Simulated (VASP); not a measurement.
A run of VASP 6.6.1:

The input INCAR:

```
SYSTEM = Tl
PREC     = Accurate       ! precision mode
ENCUT    = 520            ! plane-wave cutoff, eV
EDIFF    = 1E-7           ! SCF threshold, eV
ISMEAR   = 0              ! smearing method
SIGMA    = 0.1            ! smearing width, eV
LREAL    = .False.        ! projectors in reciprocal space
LASPH    = .True.         ! aspherical terms in the spheres
NELM     = 60             ! most SCF steps
ALGO     = Fast           ! electronic algorithm
ISIF     = 2              ! what is computed and relaxed
LWAVE    = .False.        ! write WAVECAR
LCHARG   = .False.        ! write CHGCAR
GGA      = PE             ! functional
NBANDS   = 20             ! bands
```

KPOINTS

```
Automatic mesh
0
Gamma
  15 15 8
  0 0 0
```

The input POSCAR:

```
Tl
1.0
    3.6113033975      0.0000000000      0.0000000000
   -1.8056516987      3.1274804830      0.0000000000
    0.0000000000      0.0000000000      5.5690252396
Tl
2
Direct
    0.3333333333      0.6666666667      0.2500000000
    0.6666666667      0.3333333333      0.7500000000
```

Potentials or basis: VASP PAW PBE potentials, release 64 (Tl_d).

The run is started by

```sh
$ cat potpaw_PBE.64/Tl_d/POTCAR > POTCAR
$ mpirun -np 1 vasp_std > vasp.out
```

Hardware: 1 thread of Oxide Virtual Turin-like Processor, on a shared host.

Problem. How long does it take, and how much memory?

Solution. It took 4 min on 1 thread of Oxide Virtual Turin-like Processor, with other jobs on the host, peak memory 0.24 GiB. Counts: scf iterations 13, k points 135.
